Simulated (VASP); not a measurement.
# AlFe (Pm-3m) in VASP: further runs

The runs below take AlFe through single point, with PBE, PBEsol-based global hybrid with 25 % exact exchange, PBEsol.

Everything below comes from runs of VASP 6.6.1. Logs are shortened: lines on timing, memory, paths and dates and some standing lists are left out, and cuts for length are marked.

### Step 1. The cell of the first run

It takes space group Pm-3m (No. 221, cubic). The conventional cell has a = 2.910 Å, b = 2.910 Å, c = 2.910 Å, α = 90.00°, β = 90.00°, γ = 90.00°. Within 3.3 Å of Fe (site symmetry m-3m) lie 8 Al at 2.52 Å and 6 Fe at 2.91 Å. Al (site symmetry m-3m) has 8 Fe at 2.52 Å and 6 Al at 2.91 Å within 3.3 Å.

### Step 2. Single point, PBE, collinear spin, ferromagnetic start

File INCAR:

```
PREC = Accurate
ENCUT = 600
EDIFF = 1E-6
ISMEAR = -1
SIGMA = 0.05
LREAL = False
LASPH = True
NELM = 200
ALGO = Normal
ISIF = 2
LWAVE = False
LCHARG = False
ISPIN = 2
MAGMOM = 3 0
LORBIT = 11
NUPDOWN = 3.0
LMAXMIX = 4
GGA = PE
NBANDS = 20
GGA_COMPAT = False
```

File KPOINTS:

```
regular mesh
0
Gamma
  8 8 8
```

File POSCAR:

```
AlFe
1.0
    2.9100000000      0.0000000000      0.0000000000
    0.0000000000      2.9100000000      0.0000000000
    0.0000000000      0.0000000000      2.9100000000
Fe Al
1 1
Direct
    0.5000000000      0.5000000000      0.5000000000
    0.0000000000      0.0000000000      0.0000000000
```

Potentials or basis: VASP PAW PBE potentials, release 64 (Fe_sv, Al).

Started as:

```
> cat potpaw_PBE.64/Fe_sv/POTCAR potpaw_PBE.64/Al/POTCAR > POTCAR
> mpirun -np 1 vasp_std > vasp.out
```

OUTCAR:

```text
PREC = Accurate
   ENCUT = 600
   EDIFF = 1E-6
   ISMEAR = -1
   LREAL = False
   LASPH = True
   NELM = 200
   ISIF = 2
   ISPIN = 2
   LORBIT = 11
   NUPDOWN = 3.0
   GGA = PE

 ion  position               nearest neighbor table
   1  0.500  0.500  0.500-   2 2.52   2 2.52   2 2.52   2 2.52   2 2.52   2 2.52   2 2.52   2 2.52

   2  0.000  0.000  0.000-   1 2.52   1 2.52   1 2.52   1 2.52   1 2.52   1 2.52   1 2.52   1 2.52

  LATTYP: Found a simple cubic cell.
 ALAT       =     2.9100000000

  Lattice vectors:

 A1 = (   2.9100000000,   0.0000000000,   0.0000000000)
 A2 = (   0.0000000000,   2.9100000000,   0.0000000000)
 A3 = (   0.0000000000,   0.0000000000,   2.9100000000)

Analysis of symmetry for initial positions (statically):
=====================================================================
 Subroutine PRICEL returns:
 Original cell was already a primitive cell.

 Routine SETGRP: Setting up the symmetry group for a
 simple cubic supercell.

 Subroutine GETGRP returns: Found 48 space group operations
 (whereof 48 operations were pure point group operations)
 out of a pool of 48 trial point group operations.

The static configuration has the point symmetry O_h .

Analysis of symmetry for dynamics (positions and initial velocities):
=====================================================================
 Subroutine PRICEL returns:
 Original cell was already a primitive cell.

 Routine SETGRP: Setting up the symmetry group for a
 simple cubic supercell.

 Subroutine GETGRP returns: Found 48 space group operations
 (whereof 48 operations were pure point group operations)
 out of a pool of 48 trial point group operations.

The dynamic configuration has the point symmetry O_h .

Analysis of structural, dynamic, and magnetic symmetry:
=====================================================================
 Subroutine PRICEL returns:
 Original cell was already a primitive cell.

 Routine SETGRP: Setting up the symmetry group for a
 simple cubic supercell.

 Subroutine GETGRP returns: Found 48 space group operations
 (whereof 48 operations were pure point group operations)
 out of a pool of 48 trial point group operations.

The overall configuration has the point symmetry O_h .

 Subroutine INISYM returns: Found 48 space group operations
 (whereof 48 operations are pure point group operations),
 and found     1 'primitive' translations

----------------------------------------------------------------------------------------

                                     Primitive cell

  volume of cell :      24.6422

  direct lattice vectors                    reciprocal lattice vectors
     2.910000000  0.000000000  0.000000000     0.343642612  0.000000000  0.000000000
     0.000000000  2.910000000  0.000000000     0.000000000  0.343642612  0.000000000
     0.000000000  0.000000000  2.910000000     0.000000000  0.000000000  0.343642612

  length of vectors
     2.910000000  2.910000000  2.910000000     0.343642612  0.343642612  0.343642612

  position of ions in fractional coordinates (direct lattice)
     0.500000000  0.500000000  0.500000000
     0.000000000  0.000000000  0.000000000

  ion indices of the primitive-cell ions
   primitive index   ion index
                 1           1
                 2           2

----------------------------------------------------------------------------------------

 KPOINTS: regular mesh

Automatic generation of k-mesh.
 Grid dimensions read from file:
 generate k-points for:    8    8    8

 Generating k-lattice:

  Cartesian coordinates                     Fractional coordinates (reciprocal lattice)
     0.042955326  0.000000000  0.000000000     0.125000000  0.000000000  0.000000000
     0.000000000  0.042955326  0.000000000     0.000000000  0.125000000  0.000000000
     0.000000000  0.000000000  0.042955326     0.000000000  0.000000000  0.125000000

  Length of vectors
     0.042955326  0.042955326  0.042955326

  Shift w.r.t. Gamma in fractional coordinates (k-lattice)
     0.000000000  0.000000000  0.000000000

 Subroutine IBZKPT returns following result:
 ===========================================

 Found     35 irreducible k-points:

 Following reciprocal coordinates:
            Coordinates               Weight
  0.000000  0.000000  0.000000      1.000000
  0.125000  0.000000  0.000000      6.000000
  0.250000  0.000000  0.000000      6.000000
  0.375000  0.000000  0.000000      6.000000
  0.500000  0.000000  0.000000      3.000000
  0.125000  0.125000  0.000000     12.000000
[... 16 lines left out ...]
  0.375000  0.375000  0.125000     24.000000
  0.500000  0.375000  0.125000     24.000000
 [... further k-points ...]
   k-points           NKPTS =     35   k-points in BZ     NKDIM =     35   number of bands    NBANDS=     20
   number of dos      NEDOS =    301   number of ions     NIONS =      2
   total plane-waves  NPLWV =  13824
   dimension x,y,z NGX =    24 NGY =   24 NGZ =   24
[... 104 lines left out ...]
     19      29.0799      0.00000
     20      30.6088      0.00000

 k-point     4 :       0.3750    0.0000    0.0000
  band No.  band energies     occupation
      1     -77.6221      1.00000
      2     -43.6929      1.00000
      3     -43.6473      1.00000
      4     -43.6473      1.00000
      5       2.6037      1.00000
      6       5.9877      1.00000
[... 429 lines left out ...]
 k-point    23 :       0.3750    0.3750    0.1250
  band No.  band energies     occupation
      1     -77.6185      1.00000
      2     -43.6876      1.00000
      3     -43.6876      1.00000
      4     -43.6508      1.00000
      5       4.6381      1.00000
      6       6.7130      1.00000
[... 12 lines left out ...]
     19      30.5045      0.00000
     20      31.7613      0.00000

 k-point    24 :       0.5000    0.3750    0.1250
  band No.  band energies     occupation
      1     -77.6179      1.00000
      2     -43.6946      1.00000
      3     -43.6870      1.00000
      4     -43.6503      1.00000
      5       5.1605      1.00000
      6       6.6488      1.00000
[... 12 lines left out ...]
     19      30.0861      0.00000
     20      31.4485      0.00000

 [... further k-points ...]

 spin component 2

 k-point     1 :       0.0000    0.0000    0.0000
  band No.  band energies     occupation
      1     -74.5934      1.00000
      2     -40.6858      1.00000
      3     -40.6858      1.00000
      4     -40.6858      1.00000
      5       0.5468      1.00000
      6       9.0415      1.00000
[... 12 lines left out ...]
     19      32.1799      0.00000
     20      33.7063      0.00000

 k-point     2 :       0.1250    0.0000    0.0000
  band No.  band energies     occupation
      1     -74.5928      1.00000
      2     -40.6947      1.00000
      3     -40.6855      1.00000
      4     -40.6855      1.00000
      5       0.8311      1.00000
      6       8.9394      1.00000
[... 12 lines left out ...]
     19      31.4995      0.00000
     20      32.1385      0.00000

 k-point     3 :       0.2500    0.0000    0.0000
  band No.  band energies     occupation
      1     -74.5913      1.00000
      2     -40.7147      1.00000
      3     -40.6839      1.00000
      4     -40.6839      1.00000
      5       1.6681      1.00000
      6       8.2973      1.00000
[... 12 lines left out ...]
     19      29.6049      0.00000
     20      31.1206      0.00000

 k-point     4 :       0.3750    0.0000    0.0000
  band No.  band energies     occupation
      1     -74.5898      1.00000
      2     -40.7351      1.00000
      3     -40.6823      1.00000
      4     -40.6823      1.00000
      5       3.0071      1.00000
      6       6.7234      1.00000
[... 429 lines left out ...]
 k-point    23 :       0.3750    0.3750    0.1250
  band No.  band energies     occupation
      1     -74.5858      1.00000
      2     -40.7289      1.00000
      3     -40.7288      1.00000
      4     -40.6864      1.00000
      5       5.2589      1.00000
      6       8.1086      1.00000
[... 12 lines left out ...]
     19      30.9637      0.00000
     20      32.1975      0.00000

 k-point    24 :       0.5000    0.3750    0.1250
  band No.  band energies     occupation
      1     -74.5852      1.00000
      2     -40.7370      1.00000
      3     -40.7281      1.00000
      4     -40.6858      1.00000
      5       6.0833      1.00000
      6       7.4882      1.00000
[... 12 lines left out ...]
     19      30.7317      0.00000
     20      31.7699      0.00000

 [... further k-points ...]

------------------------ aborting loop because EDIFF is reached ----------------------------------------

  FORCE on cell =-STRESS in cart. coord.  units (eV):
  Direction    XX          YY          ZZ          XY          YZ          ZX
  --------------------------------------------------------------------------------------
  -------------------------------------------------------------------------------------
  Total        2.3144773      2.3144773      2.3144773      0.0000000      0.0000000     -0.0000000
  in kB      150.4819938    150.4819938    150.4819938      0.0000000      0.0000000     -0.0000000
  external PRESSURE =     150.4819938 kB  Pullay stress =       0.0000000 kB

 VOLUME and BASIS-vectors are now :
 -----------------------------------------------------------------------------
  energy-cutoff  :      600.00
  volume of cell :       24.64
      direct lattice vectors                 reciprocal lattice vectors
     2.910000000  0.000000000  0.000000000     0.343642612  0.000000000  0.000000000
     0.000000000  2.910000000  0.000000000     0.000000000  0.343642612  0.000000000
     0.000000000  0.000000000  2.910000000     0.000000000  0.000000000  0.343642612

 POSITION                                       TOTAL-FORCE (eV/Angst)
 -----------------------------------------------------------------------------------
      1.45500      1.45500      1.45500         0.000000      0.000000      0.000000
      0.00000      0.00000      0.00000         0.000000      0.000000      0.000000
 -----------------------------------------------------------------------------------
    total drift:                                0.000000      0.000000     -0.000000

  FREE ENERGIE OF THE ION-ELECTRON SYSTEM (eV)
  ---------------------------------------------------
  free  energy   TOTEN  =       -11.8170671613 eV

  energy  without entropy=      -11.7986527207  energy(sigma->0) =      -11.80785994

 total charge

# of ion       s       p       d       tot
------------------------------------------
    1        2.175   6.040   5.541  13.756
    2        0.396   0.449   0.000   0.845
--------------------------------------------------
tot          2.571   6.489   5.541  14.601

 magnetization (x)

# of ion       s       p       d       tot
------------------------------------------
    1        0.026   0.031   2.528   2.585
    2       -0.011   0.021   0.000   0.011
--------------------------------------------------
tot          0.015   0.053   2.528   2.596
```

Run time: 14 s. Hardware: 1 thread of Intel Xeon 6975P-C (Granite Rapids), shared host; peak memory 0.16 GiB.

Results:

```yaml
Free_energy: -11.8171 eV
Pressure: 15.0 GPa
Net_moment: 3.00 μB per cell
Site_moments: Fe +2.58; Al +0.01 μB
Valence_electrons_inside_the_program's_atomic_spheres: Fe 13.76; Al 0.84
```

Caveat: the cell stands under pressure; the total moment is fixed, so each spin has its own Fermi level.

### Step 3. Single point, PBEsol-based global hybrid with 25 % exact exchange, collinear spin, ferromagnetic start

This run uses another cell than the first one, of 11.23 Å³/atom.

File POSCAR:

```
AlFe
1.0
    2.8217280588      0.0000000000      0.0000000000
    0.0000000000      2.8217280588      0.0000000000
    0.0000000000      0.0000000000      2.8217280588
Fe Al
1 1
Direct
    0.5000000000      0.5000000000      0.5000000000
    0.0000000000      0.0000000000      0.0000000000
```

File INCAR.step1:

```
SYSTEM = AlFe
ALGO     = Normal         ! electronic algorithm
EDIFF    = 1E-5           ! SCF threshold, eV
ENCUT    = 520            ! plane-wave cutoff, eV
GGA      = PE             ! functional
ISIF     = 2              ! what is computed and relaxed
ISMEAR   = -1             ! smearing method
ISPIN    = 2              ! spin polarisation
LASPH    = .True.         ! aspherical terms in the spheres
LCHARG   = .False.        ! write CHGCAR
LMAXMIX  = 4              ! l up to which the mixer works
LORBIT   = 11             ! projections on sites
LREAL    = .False.        ! projectors in reciprocal space
LWAVE    = .True.         ! write WAVECAR
MAGMOM   = 3 0            ! initial moments
NBANDS   = 16             ! bands
NELM     = 150            ! most SCF steps
PREC     = Accurate       ! precision mode
SIGMA    = 0.05           ! smearing width, eV
```

File INCAR.step2:

```
SYSTEM = AlFe
AEXX     = 0.25           ! exact-exchange fraction
ALGO     = Normal         ! electronic algorithm
EDIFF    = 1E-6           ! SCF threshold, eV
ENCUT    = 520            ! plane-wave cutoff, eV
GGA      = PS             ! functional
ISIF     = 2              ! what is computed and relaxed
ISMEAR   = -1             ! smearing method
ISPIN    = 2              ! spin polarisation
ISTART   = 1            
LASPH    = .True.         ! aspherical terms in the spheres
LCHARG   = .False.        ! write CHGCAR
LHFCALC  = .True.         ! exact exchange
LMAXMIX  = 4              ! l up to which the mixer works
LORBIT   = 11             ! projections on sites
LREAL    = .False.        ! projectors in reciprocal space
LWAVE    = .False.        ! write WAVECAR
MAGMOM   = 3 0            ! initial moments
NBANDS   = 16             ! bands
NELM     = 150            ! most SCF steps
PREC     = Accurate       ! precision mode
PRECFOCK = Normal       
SIGMA    = 0.05           ! smearing width, eV
```

File KPOINTS:

```
k-points
0
Gamma
  5 5 5
  0 0 0
```

Potentials or basis: VASP PAW PBE potentials, release 64 (Fe, Al).

Started as:

```
> cat potpaw_PBE.64/Fe/POTCAR potpaw_PBE.64/Al/POTCAR > POTCAR
> cp INCAR.step1 INCAR
> mpirun -np 1 vasp_std > vasp.out
> cp INCAR.step2 INCAR
> mpirun -np 1 vasp_std > vasp.out
```

It took 5.5 min on 1 thread of Intel Xeon Platinum 8488C (Sapphire Rapids), shared host; peak memory 0.16 GiB.

The run converged. Its results:

- Free energy: -17.2308 eV
- Pressure: -0.2 GPa
- Net moment: 0.87 μB per cell
- Site moments: Fe +1.01; Al -0.07 μB
- Valence electrons inside the program's atomic spheres: Fe 7.62; Al 0.94

Levels at points of the mesh, in eV from the Fermi level:
Spin up:
| k point | band 3 | band 4 | band 5 | band 6 | band 7 | band 8 | band 9 | band 10 |
| --- | --- | --- | --- | --- | --- | --- | --- | --- |
| (0.00, 0.00, 0.00) | -4.22 | -2.31 | -2.31 | -2.31 | 7.84 | 7.84 | 7.84 | 11.07 |
Spin down:
| k point | band 1 | band 2 | band 3 | band 4 | band 5 | band 6 | band 7 | band 8 | band 9 | band 10 |
| --- | --- | --- | --- | --- | --- | --- | --- | --- | --- | --- |
| (0.00, 0.00, 0.00) | -12.76 | -2.94 | -2.94 | 0.67 | 0.67 | 0.67 | 7.66 | 7.66 | 7.66 | 11.41 |

Caveat: the k points lie up to 0.45 Å⁻¹ apart; the PAW data sets were made with another functional, which shifts forces and pressure a little.

### Step 4. Single point, PBEsol, collinear spin, zero start

File INCAR:

```
SYSTEM = AlFe
ALGO = Normal ; EDIFF = 1E-6
ENCUT = 520 ; GGA = PS
ISIF = 2 ; ISMEAR = -1
ISPIN = 2 ; LASPH = .True.
LCHARG = .True. ; LELF = .True.
LMAXMIX = 4 ; LORBIT = 11
LREAL = .False. ; LVHAR = .True.
LWAVE = .False. ; MAGMOM = 0 0
NBANDS = 16 ; NELM = 150
NUPDOWN = 0.0 ; PREC = Accurate
SIGMA = 0.05
```

File KPOINTS:

```
k-points
0
Gamma
  8 8 8
  0 0 0
```

File POSCAR:

```
AlFe
1.0
    2.9100000000      0.0000000000      0.0000000000
    0.0000000000      2.9100000000      0.0000000000
    0.0000000000      0.0000000000      2.9100000000
Fe Al
1 1
Direct
    0.5000000000      0.5000000000      0.5000000000
    0.0000000000      0.0000000000      0.0000000000
```

Started as:

```
> cat potpaw_PBE.64/Fe/POTCAR potpaw_PBE.64/Al/POTCAR > POTCAR
> mpirun -np 1 vasp_std > vasp.out
```

It took 27 s on 1 thread of Intel Xeon 8259CL, shared host; peak memory 0.16 GiB.

It converged, with:

| Property | Result |
| --- | --- |
| Free energy | -13.6314 eV |
| Pressure | -11.7 GPa |
| Net moment | 0.00 μB per cell |
| Valence electrons inside the program's atomic spheres | Fe 7.36; Al 0.81 |

Caveat: the cell stands under tension; the PAW data sets were made with another functional, which shifts forces and pressure a little; the total moment is fixed, so each spin has its own Fermi level.

### Step 5. Single point, PBEsol, collinear spin, ferromagnetic start

File INCAR:

```
  PREC = Accurate
  ENCUT = 520
  EDIFF = 1E-6
  ISMEAR = -1
  SIGMA = 0.05
  LREAL = False
  LASPH = True
  NELM = 150
  ALGO = Normal
  ISIF = 2
  LWAVE = False
  LCHARG = False
  ISPIN = 2
  MAGMOM = 0.8 0
  LORBIT = 11
  NUPDOWN = 0.8
  LMAXMIX = 4
  GGA = PS
  NBANDS = 16
```

File KPOINTS:

```
regular mesh
0
Gamma
  8 8 8
```

POSCAR is that of step 4.

Started as:

```
> cat potpaw_PBE.64/Fe/POTCAR potpaw_PBE.64/Al/POTCAR > POTCAR
> mpirun -np 1 vasp_std > vasp.out
```

Run time: 32 s. Hardware: 1 thread of Intel Xeon 8259CL, shared host; peak memory 0.16 GiB.

The run converged. Its results:

- Free energy: -13.6761 eV
- Pressure: -10.5 GPa
- Net moment: 0.80 μB per cell
- Site moments: Fe +0.84; Al -0.03 μB
- Valence electrons inside the program's atomic spheres: Fe 7.35; Al 0.81

Caveat: the cell stands under tension; the PAW data sets were made with another functional, which shifts forces and pressure a little; the total moment is fixed, so each spin has its own Fermi level.

### Step 6. Overview

```csv
level,potentials or basis,spin,fixed moment (μB),cell,k mesh,cutoff (eV),grid for exact exchange (PRECFOCK),share of exact exchange,pressure (GPa),moment (μB)
PBE,"VASP PAW PBE potentials, release 64 (Fe_sv, Al)","collinear, ferromagnetic start",3.0,"a = 2.910 Å, 2 atoms",8 × 8 × 8,600,-,-,15.0,3.00
PBEsol-based global hybrid with 25 % exact exchange,"VASP PAW PBE potentials, release 64 (Fe, Al)","collinear, ferromagnetic start",-,"a = 2.822 Å, 2 atoms",5 × 5 × 5,520,Normal,0.25,-0.2,0.87
PBEsol,"VASP PAW PBE potentials, release 64 (Fe, Al)","collinear, zero start",0.0,"a = 2.910 Å, 2 atoms",8 × 8 × 8,520,-,-,-11.7,0.00
PBEsol,"VASP PAW PBE potentials, release 64 (Fe, Al)","collinear, ferromagnetic start",0.8,"a = 2.910 Å, 2 atoms",8 × 8 × 8,520,-,-,-10.5,0.80
```

Alike in all rows: task single point; smearing fermi-dirac 0.05 eV.

Caveats: some runs use coarse meshes; the total moment is fixed, so each spin has its own Fermi level (at least some runs); the PAW data sets were made with another functional, which shifts forces and pressure a little (at least some runs); the cell stands under tension (at least some runs); the cell stands under pressure (at least some runs).

Absolute energies hang on the potentials; compare differences alone.
